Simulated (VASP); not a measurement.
SnSe (anti NiAs type), 4 atoms in the cell. Symmetry: P6_3/mmc, No. 194, hexagonal system. The conventional cell has a = 3.269 Å, b = 3.269 Å, c = 7.641 Å, α = 90.00°, β = 90.00°, γ = 120.00°. Within 3.5 Å of Se (site symmetry -3m) lie 6 Sn at 2.69 Å and 6 Se at 3.27 Å. Within 3.5 Å of Sn (site symmetry -6m2) lie 6 Se at 2.69 Å and 6 Sn at 3.27 Å. 

| Quantity | Value |
| --- | --- |
| Program | VASP 6.6.1 |
| Task | single point |
| Functional | PBE |
| Potentials or basis | VASP PAW PBE potentials, release 64 (Se, Sn_d) |
| Cutoff | 520 eV |
| k mesh | 11 × 11 × 6 |
| Occupations | fermi-dirac, width 0.1 eV |
| Spin | no spin polarisation |
| Dipole correction | no |
| Further INCAR settings | ALGO = Normal; EDIFF = 1e-06; NBANDS = 28 |

Potentials or basis: VASP PAW PBE potentials, release 64 (Se, Sn_d).

The run is started by

```bash
$ cat potpaw_PBE.64/Se/POTCAR potpaw_PBE.64/Sn_d/POTCAR > POTCAR
$ mpirun -np 1 vasp_std > vasp.out
```

Hardware: 1 thread of Intel(R) Xeon(R) 6975P-C (Granite Rapids) (shared host).

Question: Estimate the wall time of this run.

Answer: Wall time 40 s on 1 thread of Intel(R) Xeon(R) 6975P-C (Granite Rapids), with other jobs on the host, peak memory 0.24 GiB. Counts: scf iterations 13, k points 64.
